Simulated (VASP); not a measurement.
EuRh2, 6 atoms in the cell. It takes space group Fd-3m (No. 227, cubic). The conventional cell has a = 7.522 Å, b = 7.522 Å, c = 7.522 Å, α = 90.00°, β = 90.00°, γ = 90.00°. Within 4.1 Å of Eu (site symmetry -43m) lie 12 Rh at 3.12 Å and 4 Eu at 3.26 Å. Within 3.5 Å of Rh (site symmetry -3m) lie 6 Rh at 2.66 Å and 6 Eu at 3.12 Å. 

- Program: VASP 6.6.1
- Task: single point
- Functional: r2SCAN
- Potentials or basis: VASP PAW PBE potentials, release 64 (Eu, Rh_pv)
- Cutoff: 520 eV
- k mesh: 5 × 5 × 5
- Occupations: methfessel-paxton, width 0.1 eV
- Spin: collinear spin, ferromagnetic start
- Starting moments: [7.0, 7.0, 0.0, 0.0, 0.0, 0.0] μB
- Dipole correction: no
- Further INCAR settings: ALGO = Normal; EDIFF = 1e-06; NBANDS = 60

Potentials or basis: VASP PAW PBE potentials, release 64 (Eu, Rh_pv).

Launch:

```console
$ cat potpaw_PBE.64/Eu/POTCAR potpaw_PBE.64/Rh_pv/POTCAR > POTCAR
$ cp INCAR.step1 INCAR
$ mpirun -np 1 vasp_std > vasp.out
$ cp INCAR.step2 INCAR
$ mpirun -np 1 vasp_std > vasp.out
```

Hardware: 1 thread of Intel(R) Xeon(R) Platinum 8259CL CPU @ 2.50GHz (Skylake/Cascade Lake), with other jobs on the host.

Question: Estimate the wall time of this run.

Answer: Run time: 26 min on 1 thread of Intel(R) Xeon(R) Platinum 8259CL CPU @ 2.50GHz (Skylake/Cascade Lake) (shared host), peak memory 0.38 GiB. Counts: k points 10.
